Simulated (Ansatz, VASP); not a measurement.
## In4SbAs3: VASP beside Ansatz

File INCAR:

```
ALGO = Normal ; EDIFF = 1E-6
EDIFFG = -0.04 ; ENCUT = 600
GGA = PE ; IBRION = 2
ISIF = 3 ; ISMEAR = 0
LASPH = True ; LCHARG = False
LREAL = False ; LWAVE = False
NELM = 60 ; NSW = 90
PREC = Accurate ; SIGMA = 0.1
```

KPOINTS

```
k-points
0
Gamma
  4 4 2
```

File POSCAR:

```
In4SbAs3
1.0
    4.1607814100      0.0000000000      0.0000000000
    0.0000000000      4.1607814100      0.0000000000
    0.0000000000      0.0000000000     11.7684669900
In Sb As
4 1 3
Direct
    0.5000000000      0.0000000000      0.8750000000
    0.0000000000      0.5000000000      0.1250000000
    0.5000000000      0.0000000000      0.3750000000
    0.0000000000      0.5000000000      0.6250000000
    0.5000000000      0.5000000000      0.5000000000
    0.0000000000      0.0000000000      0.2500000000
    0.0000000000      0.0000000000      0.7500000000
    0.5000000000      0.5000000000      0.0000000000
```

Input for Ansatz:

```yaml
crystal:
  lattice:
    - [4.16078141, 0.0, 0.0]
    - [0.0, 4.16078141, 0.0]
    - [0.0, 0.0, 11.76846699]
  atoms:
    - { symbol: In, position: [0.5, 0.0, 0.875] }
    - { symbol: In, position: [0.0, 0.5, 0.125] }
    - { symbol: In, position: [0.5, 0.0, 0.375] }
    - { symbol: In, position: [0.0, 0.5, 0.625] }
    - { symbol: Sb, position: [0.5, 0.5, 0.5] }
    - { symbol: As, position: [0.0, 0.0, 0.25] }
    - { symbol: As, position: [0.0, 0.0, 0.75] }
    - { symbol: As, position: [0.5, 0.5, 0.0] }
basis:
  ecutwfc: 420
kpoints:
  mp_grid: { grid: [4, 4, 2] }
hamiltonian:
  xc: pbe
scf:
  occupations: { method: gaussian, width: 0.1 }
  lower_state_search: "off"
output:
  forces: true
  stress: true
  eigenvalues: true
relax:
  adjacent_minimum: "off"
  f_tol: 0.04
  max_steps: 70
  cell: { stress_tol: 0.4 }
```

Alike in both runs: task relaxation of cell and atoms; functional PBE; k mesh 4 × 4 × 2; occupations gaussian, width 0.1 eV; no spin polarisation.

```csv
,VASP,Ansatz
version,VASP 6.6.1,Ansatz 0.2.0
potentials or method,"VASP PAW PBE potentials, release 64 (In_d, Sb, As), cutoff 600 eV","scalar-relativistic, plane waves, PAW"
valence electrons in the cell,72,112
```

```csv
,VASP,Ansatz,Ansatz less VASP
"gap on the k mesh at the Fermi level, each at its own relaxed structure (eV)",none,none,-
relaxed volume (Å³/atom),31.42,31.27,-0.156
relaxed length of the cell vector where the two differ most in proportion (Å),4.495,4.480,-0.0158
```

A gap of «none» marks a metal or a gap that the smearing closes. VASP's potentials hold 72 valence electrons a cell and Ansatz's 112, so a difference there can come from the potentials and not from the codes.

The k mesh is coarse, so the values compare programs but aren't converged. Neither program's run includes spin-orbit coupling. Noted on VASP's run: the volume moved by over 15 % at a fixed basis, so the end points are rough.
